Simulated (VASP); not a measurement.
A run of VASP 6.6.1:

The input INCAR:

```
  PREC = Accurate
  ENCUT = 500
  EDIFF = 1E-6
  ISMEAR = -1
  SIGMA = 0.05
  LREAL = False
  LASPH = True
  NELM = 120
  ALGO = Normal
  ISIF = 2
  LWAVE = False
  LCHARG = True
  GGA = PS
  LELF = True
  LVHAR = True
  NBANDS = 14
  GGA_COMPAT = False
```

Contents of KPOINTS:

```
regular mesh
0
Gamma
  6 6 6
```

The input POSCAR:

```
I
1.0
    0.0000000000      3.8284200207      3.8284200207
    3.8284200207      0.0000000000      3.8284200207
    3.8284200207      3.8284200207      0.0000000000
I
2
Direct
    1.0000000000      1.0000000000      1.0000000000
    0.2500000000      0.2500000000      0.2500000000
```

Potentials or basis: VASP PAW PBE potentials, release 64 (I).

Launch:

```sh
$ cat potpaw_PBE.64/I/POTCAR > POTCAR
$ mpirun -np 1 vasp_std > vasp.out
```

Hardware: 1 thread of AMD EPYC 7R43 64-Core Processor (Zen 3), on a shared host.

Task: Estimate the wall time of this run.

Result: It took 28 s on 1 thread of AMD EPYC 7R43 64-Core Processor (Zen 3), with other jobs on the host, peak memory 0.19 GiB. Counts: scf iterations 10, k points 16.
